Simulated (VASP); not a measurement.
Runs of VASP 6.6.1 on Si3Te. The structure is that of space group P6/mmm (No. 191), or close to it. The cells are those of the table. The cell was built from a structure type or drawn by symmetry, and may not be a known phase.

| task | cell | k mesh | cutoff (eV) | gap on the mesh (eV) | pressure (GPa) | relaxed volume (Å³/atom) |
| --- | --- | --- | --- | --- | --- | --- |
| single point | a = 5.774, b = 5.774, c = 2.767 Å, angles 90.0, 90.0, 120.0°, 4 atoms | 12 × 12 × 18 | 520 | none | 0.0 | - |
| relaxation of cell and atoms | relaxed from a = 5.923, b = 5.923, c = 2.644 Å, angles 90.0, 90.0, 120.0°, 4 atoms | 12 × 12 × 18 | 600 | none | 0.0 | 19.98 |
| single point | a = 5.775, b = 5.775, c = 2.775 Å, angles 90.0, 90.0, 120.0°, 4 atoms | 6 × 6 × 4 | 520 | none | 0.0 | - |
| relaxation of cell and atoms | relaxed from a = 3.815, b = 3.815, c = 6.886 Å, angles 90.0, 90.0, 120.0°, 4 atoms | 6 × 6 × 4 | 600 | none | -0.1 | (a) |
| single point | a = 3.815, b = 3.815, c = 6.886 Å, angles 90.0, 90.0, 120.0°, 4 atoms | 6 × 6 × 4 | 520 | none | 193.0 | - |

Alike in all rows: level PBE; potentials or basis VASP PAW PBE potentials, release 64 (Si, Te); no spin polarisation; smearing gaussian 0.1 eV.

Problem. Fill in the values left out.

Solution. (a) 46.00.

Caveats: some runs use coarse meshes; spin-orbit coupling is left out, which moves the levels of the heavy elements; the volume moved by over 15 % at a fixed basis, so the end points are rough (at least some runs); the cell stands under pressure (at least some runs).

A k mesh can miss the band edges, and the runs leave out spin-orbit coupling on Te.

A gap of «none» marks levels without a gap at the run's occupations.
